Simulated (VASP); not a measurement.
Write the native input for VASP 6.6.1 that does the following.

| Property | Result |
| --- | --- |
| Task | single point |
| Functional | PBE |
| Potentials or basis | VASP PAW PBE potentials, release 64 (Hg) |
| Cutoff | 520 eV |
| k mesh | 10 × 10 × 10 |
| Occupations | methfessel-paxton, width 0.1 eV |
| Spin | no spin polarisation |
| Dipole correction | no |
| Further INCAR settings | ALGO = Fast; EDIFF = 1e-07; NBANDS = 12 |

The structure of Hg lies in POSCAR:

```
Hg
1.0
   -1.8767364354      1.8767364354      1.9168448550
    1.8767364354     -1.8767364354      1.9168448550
    1.8767364354      1.8767364354     -1.9168448550
Hg
1
Direct
    0.5000000000      0.5000000000      0.0000000000
```

These files were run (other wordings do the same):

INCAR

```
SYSTEM = Hg
  PREC = Accurate
  ENCUT = 520
  EDIFF = 1E-7
  ISMEAR = 1
  SIGMA = 0.1
  LREAL = .False.
  LASPH = .True.
  NELM = 80
  ALGO = Fast
  ISIF = 2
  LWAVE = .False.
  LCHARG = .True.
  GGA = PE
  LELF = .True.
  LVHAR = .True.
  NBANDS = 12
```

KPOINTS

```
Automatic mesh
0
Gamma
  10 10 10
  0 0 0
```

Potentials or basis: VASP PAW PBE potentials, release 64 (Hg).

Command:

```sh
$ cat potpaw_PBE.64/Hg/POTCAR > POTCAR
$ mpirun -np 1 vasp_std > vasp.out
```

It gave:

* Pressure: 1.6 GPa
* Band gap on the k mesh: zero (band 6 reaches 4.02 eV, above the bottom of band 7 at 0.90 eV)

Caveat: spin-orbit coupling is left out, which moves the levels of the heavy elements.

Run time: 44 s on 1 thread of AMD EPYC 7R13, with other jobs on the host, peak memory 0.13 GiB.
